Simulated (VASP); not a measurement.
# HgTe (Fm-3m) in VASP: further runs

Runs on HgTe. Level: LDA. Tasks: electric field gradients.

Everything below comes from runs of VASP 6.6.1. Logs are shortened: lines on timing, memory, paths and dates and some standing lists are left out, and cuts for length are marked.

## 1. The cell of the first run

Symmetry: Fm-3m, No. 225, cubic system. Conventional cell: a = 5.764 Å, b = 5.764 Å, c = 5.764 Å, α = 90.00°, β = 90.00°, γ = 90.00°. Hg (site symmetry m-3m) has 6 Te at 2.88 Å within 3.8 Å. Te (site symmetry m-3m) has 6 Hg at 2.88 Å within 3.8 Å.

## 2. Electric field gradients, LDA (23.94 Å³/atom)

Contents of INCAR:

```
SYSTEM = HgTe
  PREC = Accurate
  ENCUT = 400
  EDIFF = 1E-8
  ISMEAR = -1
  SIGMA = 0.08
  LREAL = .False.
  LASPH = .True.
  NELM = 120
  ALGO = Normal
  ISIF = 2
  LWAVE = .False.
  LCHARG = .False.
  GGA = CA
  LEFG = .True.
  NBANDS = 16
  GGA_COMPAT = .False.
```

Contents of KPOINTS:

```
Automatic mesh
0
Gamma
  10 10 10
  0 0 0
```

Contents of POSCAR:

```
HgTe
1.0
    0.0000000000      2.8820154301      2.8820154301
    2.8820154301      0.0000000000      2.8820154301
    2.8820154301      2.8820154301      0.0000000000
Hg Te
1 1
Direct
    0.0000000000      0.0000000000      0.0000000000
    0.5000000000      0.5000000000      0.5000000000
```

Potentials or basis: VASP PAW LDA potentials, release 64 (Hg, Te).

Started as:

```console
$ cat potpaw_LDA.64/Hg/POTCAR potpaw_LDA.64/Te/POTCAR > POTCAR
$ mpirun -np 1 vasp_std > vasp.out
```

OUTCAR:

```text
SYSTEM = HgTe
   PREC = Accurate
   ENCUT = 400
   EDIFF = 1E-8
   ISMEAR = -1
   LREAL = .False.
   LASPH = .True.
   NELM = 120
   ISIF = 2
   GGA = CA

 ion  position               nearest neighbor table
   1  0.000  0.000  0.000-   2 2.88   2 2.88   2 2.88   2 2.88   2 2.88   2 2.88
   2  0.500  0.500  0.500-   1 2.88   1 2.88   1 2.88   1 2.88   1 2.88   1 2.88

  LATTYP: Found a face centered cubic cell.
 ALAT       =     5.7640308602

  Lattice vectors:

 A1 = (   0.0000000000,   2.8820154301,   2.8820154301)
 A2 = (   2.8820154301,   0.0000000000,   2.8820154301)
 A3 = (   2.8820154301,   2.8820154301,   0.0000000000)

Analysis of symmetry for initial positions (statically):
=====================================================================
 Subroutine PRICEL returns:
 Original cell was already a primitive cell.

 Routine SETGRP: Setting up the symmetry group for a
 face centered cubic supercell.

 Subroutine GETGRP returns: Found 48 space group operations
 (whereof 48 operations were pure point group operations)
 out of a pool of 48 trial point group operations.

The static configuration has the point symmetry O_h .

Analysis of symmetry for dynamics (positions and initial velocities):
=====================================================================
 Subroutine PRICEL returns:
 Original cell was already a primitive cell.

 Routine SETGRP: Setting up the symmetry group for a
 face centered cubic supercell.

 Subroutine GETGRP returns: Found 48 space group operations
 (whereof 48 operations were pure point group operations)
 out of a pool of 48 trial point group operations.

The dynamic configuration has the point symmetry O_h .

 Subroutine INISYM returns: Found 48 space group operations
 (whereof 48 operations are pure point group operations),
 and found     1 'primitive' translations

----------------------------------------------------------------------------------------

                                     Primitive cell

  volume of cell :      47.8761

  direct lattice vectors                    reciprocal lattice vectors
     0.000000000  2.882015430  2.882015430    -0.173489703  0.173489703  0.173489703
     2.882015430  0.000000000  2.882015430     0.173489703 -0.173489703  0.173489703
     2.882015430  2.882015430  0.000000000     0.173489703  0.173489703 -0.173489703

  length of vectors
     4.075785308  4.075785308  4.075785308     0.300492980  0.300492980  0.300492980

  position of ions in fractional coordinates (direct lattice)
     0.000000000  0.000000000  0.000000000
     0.500000000  0.500000000  0.500000000

  ion indices of the primitive-cell ions
   primitive index   ion index
                 1           1
                 2           2

----------------------------------------------------------------------------------------

 KPOINTS: Automatic mesh

Automatic generation of k-mesh.
 Grid dimensions read from file:
 generate k-points for:   10   10   10

 Generating k-lattice:

  Cartesian coordinates                     Fractional coordinates (reciprocal lattice)
    -0.017348970  0.017348970  0.017348970     0.100000000  0.000000000  0.000000000
     0.017348970 -0.017348970  0.017348970     0.000000000  0.100000000  0.000000000
     0.017348970  0.017348970 -0.017348970     0.000000000  0.000000000  0.100000000

  Length of vectors
     0.030049298  0.030049298  0.030049298

  Shift w.r.t. Gamma in fractional coordinates (k-lattice)
     0.000000000  0.000000000  0.000000000

 Subroutine IBZKPT returns following result:
 ===========================================

 Found     47 irreducible k-points:

 Following reciprocal coordinates:
            Coordinates               Weight
  0.000000  0.000000  0.000000      1.000000
  0.100000  0.000000  0.000000      8.000000
  0.200000  0.000000  0.000000      8.000000
  0.300000  0.000000  0.000000      8.000000
  0.400000  0.000000  0.000000      8.000000
  0.500000  0.000000  0.000000      4.000000
[... 16 lines left out ...]
  0.300000  0.300000  0.000000      6.000000
  0.400000  0.300000  0.000000     24.000000
 [... further k-points ...]
   k-points           NKPTS =     47   k-points in BZ     NKDIM =     47   number of bands    NBANDS=     16
   number of dos      NEDOS =    301   number of ions     NIONS =      2
   total plane-waves  NPLWV =  21952
   dimension x,y,z NGX =    28 NGY =   28 NGZ =   28
   dimension x,y,z NGXF=    56 NGYF=   56 NGZF=   56
   ions per type =               1   1
   NGX,Y,Z   is equivalent  to a cutoff of  11.42, 11.42, 11.42 a.u.
   NGXF,Y,Z  is equivalent  to a cutoff of  22.84, 22.84, 22.84 a.u.
 SYSTEM =  HgTe
   PREC   = accura    normal or accurate (medium, high low for compatibility)
   ISTART =      0    job   : 0-new  1-cont  2-samecut
   ICHARG =      2    charge: 1-file 2-atom 10-const
   ISPIN  =      1    spin polarized calculation?
   LNONCOLLINEAR =      F non collinear calculations
   LSORBIT =      F    spin-orbit coupling
   LASPH  =      T    aspherical Exc in radial PAW
   ENCUT  =  400.0 eV  29.40 Ry    5.42 a.u.   6.65  6.65  6.65*2*pi/ulx,y,z
   NELM   =    120;   NELMIN=  2; NELMDL= -5     # of ELM steps
   EDIFF  = 0.1E-07   stopping-criterion for ELM
   LREAL  =      F    real-space projection
   EDIFFG = 0.1E-06   stopping-criterion for IOM
   NSW    =      0    number of steps for IOM
   IBRION =     -1    ionic relax: 0-MD 1-quasi-New 2-CG
   NFREE  =      0    steps in history (QN), initial steepest desc. (CG)
   ISIF   =      2    stress and relaxation
   ISYM   =      2    0-nonsym 1-usesym 2-fastsym
   POTIM  = 0.5000    time-step for ionic-motion
   TEBEG  =    0.0;   TEEND  =   0.0 temperature during run
   PSTRESS=    0.0 pullay stress
   NELECT =      18.0000    total number of electrons
   NUPDOWN=      -1.0000    fix difference up-down
   EMIN   =  10.00;   EMAX   =-10.00  energy-range for DOS
   EFERMI =   0.00;   METHOD = LEGACY
   ISMEAR =    -1;   SIGMA  =   0.08  broadening in eV -4-tet -1-fermi 0-gaus
   EFERMI_NEDOS =   21; number of points for ismear=-14 and -15
   IALGO  =     38    algorithm
   IMIX   =      4    mixing-type and parameters
     AMIX     =   0.40;   BMIX     =  1.00
     AMIX_MAG =   1.60;   BMIX_MAG =  1.00
  volume/ion in A,a.u.               =      23.94       161.54
  Fermi-wavevector in a.u.,A,eV,Ry     =   1.181570  2.232843 18.995190  1.396107
  Thomas-Fermi vector in A             =   2.317841
   LORBIT       =      0    0 simple, 1 ext, 2 COOP (PROOUT), +10 PAW based schemes
   GGA     = CA    functional components
   LHFCALC =     F    Hartree Fock is set to
   AEXX    =    0.0000 exact exchange contribution
   IVDW    =     0    specifies the selected vdW correction
   LEPSILON=     F    determine dielectric tensor
   LRPA    =     F    only Hartree local field effects (RPA)
 non-spin polarized calculation
  energy-cutoff  :      400.00
  volume of cell :       47.88
 maximum number of plane-waves:       893
   NGX = 13   NGY = 13   NGZ = 13

 number of electron      17.9999999 magnetization

 Free energy of the ion-electron system (eV)
  ---------------------------------------------------
  ext. energy  EPLUGINS =         0.00000000
  ---------------------------------------------------
  free energy    TOTEN  =        -4.81936852 eV

  energy without entropy =       -4.80804428  energy(sigma->0) =       -4.81370640

 E-fermi :   6.3347     XC(G=0): -10.9465

 val. band max:        6.2326249264   @ k =   0.5000   0.1000   0.0000
 cond. band min:       6.4592735115   @ k =  -0.2000   0.1000   0.0000
 fundamental gap:      0.2266485851
 Fermi energy:         6.3346802678

 k-point     1 :       0.0000    0.0000    0.0000
  band No.  band energies     occupation
      1      -7.0942      2.00000
      2      -1.1309      2.00000
      3      -1.1309      2.00000
      4      -1.0640      2.00000
      5      -1.0640      2.00000
      6      -1.0640      2.00000
[... 8 lines left out ...]
     15      14.4064      0.00000
     16      14.4064      0.00000

 k-point     2 :       0.1000    0.0000    0.0000
  band No.  band energies     occupation
      1      -6.9782      2.00000
      2      -1.1831      2.00000
      3      -1.1831      2.00000
      4      -1.0859      2.00000
      5      -1.0439      2.00000
      6      -1.0439      2.00000
[... 8 lines left out ...]
     15      14.5234      0.00000
     16      14.5234      0.00000

 k-point     3 :       0.2000    0.0000    0.0000
  band No.  band energies     occupation
      1      -6.6418      2.00000
      2      -1.3238      2.00000
      3      -1.3238      2.00000
      4      -1.1674      2.00000
      5      -0.9797      2.00000
      6      -0.9797      2.00000
[... 8 lines left out ...]
     15      15.0078      0.00000
     16      15.0078      0.00000

 k-point     4 :       0.3000    0.0000    0.0000
  band No.  band energies     occupation
      1      -6.1310      2.00000
      2      -1.4878      2.00000
      3      -1.4878      2.00000
      4      -1.3749      2.00000
      5      -0.8958      2.00000
      6      -0.8958      2.00000
[... 8 lines left out ...]
     15      15.8115      0.00000
     16      15.8115      0.00000

 k-point     5 :       0.4000    0.0000    0.0000
  band No.  band energies     occupation
      1      -5.5746      2.00000
      2      -1.7802      2.00000
      3      -1.6125      2.00000
      4      -1.6125      2.00000
      5      -0.8258      2.00000
      6      -0.8258      2.00000
[... 8 lines left out ...]
     15      16.8338      0.00000
     16      16.8338      0.00000

 k-point     6 :       0.5000    0.0000    0.0000
  band No.  band energies     occupation
      1      -5.2937      2.00000
      2      -2.0537      2.00000
      3      -1.6585      2.00000
      4      -1.6585      2.00000
      5      -0.7986      2.00000
      6      -0.7986      2.00000
[... 8 lines left out ...]
     15      17.5132      0.00000
     16      17.5132      0.00000
[... 267 lines left out ...]
 k-point    21 :      -0.3000    0.2000    0.0000
  band No.  band energies     occupation
      1      -5.6035      2.00000
      2      -1.7638      2.00000
      3      -1.5934      2.00000
      4      -1.2049      2.00000
      5      -0.8565      2.00000
      6      -0.7395      2.00000
[... 8 lines left out ...]
     15      16.6399      0.00000
     16      18.0394      0.00000

 k-point    22 :      -0.2000    0.2000    0.0000
  band No.  band energies     occupation
      1      -6.0211      2.00000
      2      -1.6060      2.00000
      3      -1.5519      2.00000
      4      -1.1780      2.00000
      5      -0.9238      2.00000
      6      -0.8121      2.00000
[... 8 lines left out ...]
     15      16.3776      0.00000
     16      18.0620      0.00000

 k-point    23 :       0.3000    0.3000    0.0000
  band No.  band energies     occupation
      1      -6.0580      2.00000
      2      -1.5535      2.00000
      3      -1.2170      2.00000
      4      -1.0331      2.00000
      5      -0.8701      2.00000
      6      -0.8701      2.00000
[... 8 lines left out ...]
     15      18.2745      0.00000
     16      18.8376      0.00000

 k-point    24 :       0.4000    0.3000    0.0000
  band No.  band energies     occupation
      1      -5.8144      2.00000
      2      -1.3580      2.00000
      3      -1.2443      2.00000
      4      -1.0993      2.00000
      5      -0.7818      2.00000
      6      -0.7805      2.00000
[... 8 lines left out ...]
     15      18.7753      0.00000
     16      18.8461      0.00000

 [... further k-points ...]
[... 5 lines left out ...]
  --------------------------------------------------------------------------------------
  -------------------------------------------------------------------------------------
  Total        2.5066038      2.5066038      2.5066038      0.0000000      0.0000000      0.0000000
  in kB       83.8836616     83.8836616     83.8836616      0.0000000      0.0000000      0.0000000
  external PRESSURE =      83.8836616 kB  Pullay stress =       0.0000000 kB

 VOLUME and BASIS-vectors are now :
 -----------------------------------------------------------------------------
  energy-cutoff  :      400.00
  volume of cell :       47.88
      direct lattice vectors                 reciprocal lattice vectors
     0.000000000  2.882015430  2.882015430    -0.173489703  0.173489703  0.173489703
     2.882015430  0.000000000  2.882015430     0.173489703 -0.173489703  0.173489703
     2.882015430  2.882015430  0.000000000     0.173489703  0.173489703 -0.173489703

 POSITION                                       TOTAL-FORCE (eV/Angst)
 -----------------------------------------------------------------------------------
      0.00000      0.00000      0.00000         0.000000      0.000000     -0.000000
      2.88202      2.88202      2.88202         0.000000     -0.000000      0.000000
 -----------------------------------------------------------------------------------
    total drift:                               -0.000000      0.000000      0.000000

  FREE ENERGIE OF THE ION-ELECTRON SYSTEM (eV)
  ---------------------------------------------------
  free  energy   TOTEN  =        -4.8193685163 eV

  energy  without entropy=       -4.8080442767  energy(sigma->0) =       -4.81370640

 Electric field gradients (V/A^2)
---------------------------------------------------------------------
 ion       V_xx      V_yy      V_zz      V_xy      V_xz      V_yz
---------------------------------------------------------------------
   1       0.000    -0.000    -0.000     0.001     0.001     0.001
   2      -0.000     0.000     0.000    -0.000    -0.000    -0.000
---------------------------------------------------------------------

 Electric field gradients after diagonalization (V/A^2)
 (convention: |V_zz| > |V_xx| > |V_yy|)
----------------------------------------------------------------------
 ion       V_xx      V_yy      V_zz     asymmetry (V_yy - V_xx)/ V_zz
----------------------------------------------------------------------
   1      -0.001    -0.001     0.002       0.000
   2       0.000     0.000    -0.000       0.000
----------------------------------------------------------------------

           NMR quadrupolar parameters

 Cq : quadrupolar parameter    Cq=e*Q*V_zz/h
 eta: asymmetry parameters     (V_yy - V_xx)/ V_zz
 Q  : nuclear electric quadrupole moment in mb (millibarn)
----------------------------------------------------------------------
 ion       Cq(MHz)       eta       Q (mb)
----------------------------------------------------------------------
   1       0.000       0.000       1.000
   2      -0.000       0.000       1.000
----------------------------------------------------------------------
```

Run time: 12 s. Hardware: 1 thread of Intel Xeon 6975P-C (Granite Rapids), shared host; peak memory 0.15 GiB.

What came out:

| Item | Value |
| --- | --- |
| Free energy | -4.8194 eV |
| Pressure | 8.4 GPa |
| Band gap on the k mesh | zero (bands 9 and 10 overlap by 3.51 eV) |
| Largest electric field gradient by atom | zero within the noise of the run |

Caveat: the cell stands under pressure; spin-orbit coupling is left out, which moves the levels of the heavy elements.

## 3. Electric field gradients, LDA (24.44 Å³/atom)

This run uses another cell than the first one, of 24.44 Å³/atom.

Contents of INCAR:

```
PREC = Accurate ; ENCUT = 400
EDIFF = 1E-8 ; ISMEAR = -1
SIGMA = 0.08 ; LREAL = False
LASPH = True ; NELM = 120
ALGO = Normal ; ISIF = 2
LWAVE = False ; LCHARG = False
GGA = CA ; LEFG = True
NBANDS = 16 ; GGA_COMPAT = False
```

Contents of KPOINTS:

```
regular mesh
0
Gamma
  10 10 10
```

Contents of POSCAR:

```
HgTe
1.0
    0.0000000000      2.9018920266      2.9018920266
    2.9018920266      0.0000000000      2.9018920266
    2.9018920266      2.9018920266      0.0000000000
Hg Te
1 1
Direct
    0.0000000000      0.0000000000      0.0000000000
    0.5000000000      0.5000000000      0.5000000000
```

Potentials or basis: VASP PAW LDA potentials, release 64 (Hg, Te).

Started as:

```console
$ cat potpaw_LDA.64/Hg/POTCAR potpaw_LDA.64/Te/POTCAR > POTCAR
$ mpirun -np 1 vasp_std > vasp.out
```

OUTCAR:

```text
PREC = Accurate
   ENCUT = 400
   EDIFF = 1E-8
   ISMEAR = -1
   LREAL = False
   LASPH = True
   NELM = 120
   ISIF = 2
   GGA = CA

 ion  position               nearest neighbor table
   1  0.000  0.000  0.000-   2 2.90   2 2.90   2 2.90   2 2.90   2 2.90   2 2.90
   2  0.500  0.500  0.500-   1 2.90   1 2.90   1 2.90   1 2.90   1 2.90   1 2.90

  LATTYP: Found a face centered cubic cell.
 ALAT       =     5.8037840532

  Lattice vectors:

 A1 = (   0.0000000000,   2.9018920266,   2.9018920266)
 A2 = (   2.9018920266,   0.0000000000,   2.9018920266)
 A3 = (   2.9018920266,   2.9018920266,   0.0000000000)

Analysis of symmetry for initial positions (statically):
[... 665 lines left out ...]
  free  energy   TOTEN  =        -4.8652859389 eV

  energy  without entropy=       -4.8534848691  energy(sigma->0) =       -4.85938540

 Electric field gradients (V/A^2)
---------------------------------------------------------------------
 ion       V_xx      V_yy      V_zz      V_xy      V_xz      V_yz
---------------------------------------------------------------------
   1      -0.000     0.000    -0.000     0.001     0.001     0.001
   2      -0.000     0.000     0.000    -0.000    -0.000    -0.000
---------------------------------------------------------------------

 Electric field gradients after diagonalization (V/A^2)
 (convention: |V_zz| > |V_xx| > |V_yy|)
----------------------------------------------------------------------
 ion       V_xx      V_yy      V_zz     asymmetry (V_yy - V_xx)/ V_zz
----------------------------------------------------------------------
   1      -0.001    -0.001     0.002       0.000
   2       0.000     0.000    -0.000       0.000
----------------------------------------------------------------------

           NMR quadrupolar parameters

 Cq : quadrupolar parameter    Cq=e*Q*V_zz/h
 eta: asymmetry parameters     (V_yy - V_xx)/ V_zz
 Q  : nuclear electric quadrupole moment in mb (millibarn)
----------------------------------------------------------------------
 ion       Cq(MHz)       eta       Q (mb)
----------------------------------------------------------------------
   1       0.000       0.000       1.000
   2      -0.000       0.000       1.000
----------------------------------------------------------------------
```

OSZICAR:

```text
N       E                     dE             d eps       ncg     rms          rms(c)
DAV:   1     0.923374319950E+02    0.92337E+02   -0.72181E+03  1512   0.819E+02
DAV:   2    -0.242019081307E+01   -0.94758E+02   -0.88751E+02  1808   0.218E+02
DAV:   3    -0.508415138887E+01   -0.26640E+01   -0.26574E+01  1840   0.382E+01
DAV:   4    -0.510200641806E+01   -0.17855E-01   -0.17854E-01  1944   0.304E+00
DAV:   5    -0.510228590225E+01   -0.27948E-03   -0.27948E-03  1880   0.333E-01    0.105E+01
DAV:   6    -0.487962016961E+01    0.22267E+00   -0.43444E-01  1896   0.924E+00    0.774E+00
DAV:   7    -0.486775070070E+01    0.11869E-01   -0.78914E-02  1872   0.201E+00    0.232E+00
DAV:   8    -0.486555529734E+01    0.21954E-02   -0.87711E-03  1704   0.112E+00    0.563E-01
DAV:   9    -0.486528751716E+01    0.26778E-03   -0.45695E-04  1968   0.233E-01    0.854E-02
DAV:  10    -0.486528546946E+01    0.20477E-05   -0.35138E-05  1856   0.495E-02    0.389E-02
DAV:  11    -0.486528627658E+01   -0.80712E-06   -0.47811E-06  1968   0.156E-02    0.154E-02
DAV:  12    -0.486528593444E+01    0.34214E-06   -0.80834E-07  1632   0.627E-03    0.761E-03
DAV:  13    -0.486528593886E+01   -0.44251E-08   -0.74509E-08  2000   0.165E-03
   1 F= -.48652859E+01 E0= -.48593854E+01  d E =-.118011E-01
```

Wall time 12 s (1 thread of Intel Xeon 6975P-C (Granite Rapids), shared host); peak memory 0.15 GiB.

Results:

```
Free energy                             : -4.8653 eV
Pressure                                : 6.3 GPa
Band gap on the k mesh                  : zero (bands 9 and 10 overlap by 3.38 eV)
Largest electric field gradient by atom : zero within the noise of the run
```

Caveat: the cell stands under pressure; spin-orbit coupling is left out, which moves the levels of the heavy elements.

[end of part 1 of 2]
